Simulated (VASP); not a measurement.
Set up this calculation in VASP 6.6.1, as the native input.

```yaml
Task: single point
Functional: PBE
Potentials_or_basis: VASP PAW PBE potentials, release 64 (Co)
Cutoff: 520 eV
k_mesh: 11 × 11 × 6
Occupations: fermi-dirac, width 0.05 eV
Spin: collinear spin, zero start
Starting_moments: "[0.0, 0.0] μB"
Fixed_moment: 0 μB
Dipole_correction: no
Further_INCAR_settings: ALGO = Normal; EDIFF = 1e-06; NBANDS = 20
```

The structure of Co lies in POSCAR:

```
Co
1.0
    2.5053999800      0.0000000000      0.0000000000
   -1.2526999900      2.1697400300      0.0000000000
    0.0000000000      0.0000000000      4.0893000000
Co
2
Direct
    0.3333333300      0.6666666700      0.2500000000
    0.6666666700      0.3333333300      0.7500000000
```

These files were run (other wordings do the same):

INCAR

```
PREC = Accurate ; ENCUT = 520
EDIFF = 1E-6 ; ISMEAR = -1
SIGMA = 0.05 ; LREAL = F
LASPH = T ; NELM = 150
ALGO = Normal ; ISIF = 2
LWAVE = F ; LCHARG = F
ISPIN = 2 ; MAGMOM = 0 0
LORBIT = 11 ; NUPDOWN = 0.0
LMAXMIX = 4 ; GGA = PE
NBANDS = 20
```

KPOINTS

```
Automatic mesh
0
Gamma
  11 11 6
```

Potentials or basis: VASP PAW PBE potentials, release 64 (Co).

The run is started by

```console
$ cat potpaw_PBE.64/Co/POTCAR > POTCAR
$ mpirun -np 1 vasp_std > vasp.out
```

It gave:

```yaml
Pressure: -15.8 GPa
Net_moment: 0.00 μB per cell
Valence_electrons_inside_the_program's_atomic_spheres: Co 8.23
```

Caveat: the cell stands under tension; the total moment is fixed, so each spin has its own Fermi level.

Wall time 48 s on 1 thread of Intel Xeon 8259CL (shared host), peak memory 0.17 GiB.
